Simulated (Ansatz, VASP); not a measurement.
## Sr2C: VASP beside Ansatz

```
CELL_PARAMETERS angstrom
2.07895 1.20028 6.57949
-2.07895 1.20028 6.57949
0.00000 -2.40056 6.57949
ATOMIC_POSITIONS crystal
Sr 0.26657 0.26657 0.26657
Sr 0.73343 0.73343 0.73343
C 0.00000 0.00000 0.00000
```

Change from the starting cell: species swapped into the Y2C type (R-3m, No. 166).

Alike in both runs: functional PBE; k mesh 6 × 6 × 6; occupations gaussian, width 0.1 eV; no spin polarisation.

Ansatz relaxed the structure, and its values are those at the end. VASP's run is a single point on that final structure, the one shown.

|  | VASP | Ansatz |
| --- | --- | --- |
| version | VASP 6.6.1 | Ansatz 0.2.0 |
| potentials or method | VASP PAW PBE potentials, release 64 (Sr_sv, C), cutoff 520 eV | scalar-relativistic, plane waves, PAW |
| valence electrons in the cell | 24 | 24 |

VASP gave:

| Quantity | Value |
| --- | --- |
| gap on the k mesh at the Fermi level (eV) | none |
| pressure (GPa) | 0.1 |
| rms of the force components (eV/Å) | 0.002 |

Task: Estimate Ansatz's values.

Result: gap on the k mesh at the Fermi level (eV): none; pressure (GPa): 0.0; rms of the force components (eV/Å): 0.014.

A gap of «none» marks a metal or a gap that the smearing closes.
